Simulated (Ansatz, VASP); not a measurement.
## One calculation of In, two programs

```
In
1.0
    -1.51548    1.51548    1.51548
     1.51548   -1.51548    1.51548
     1.51548    1.51548   -1.51548
In
1
Cartesian
  0.0000 0.0000 0.0000
```

Change from the starting cell: volume scaled by 0.5, PAW files.

Alike in both runs: task single point; functional PBE; k mesh 16 × 16 × 16; occupations fermi-dirac, width 0.1 eV; no spin polarisation.

```csv
,VASP,Ansatz
version,VASP 6.6.1,Ansatz 0.2.0
potentials or method,"VASP PAW PBE potentials, release 64 (In_d)","PAW with Ansatz's default frozen-core files, scalar-relativistic"
plane-wave cutoff (eV),520,420
valence electrons in the cell,13,13
```

|  | VASP | Ansatz | Ansatz less VASP |
| --- | --- | --- | --- |
| pressure (GPa) | 141.9 | 141.5 | -0.40 |

Both programs put the cell under a high pressure, so it lies far from rest at this level. The functional is the same, so the differences come from potentials, cutoffs and numerics.

Noted on VASP's run: the cell as given lies far from equilibrium.
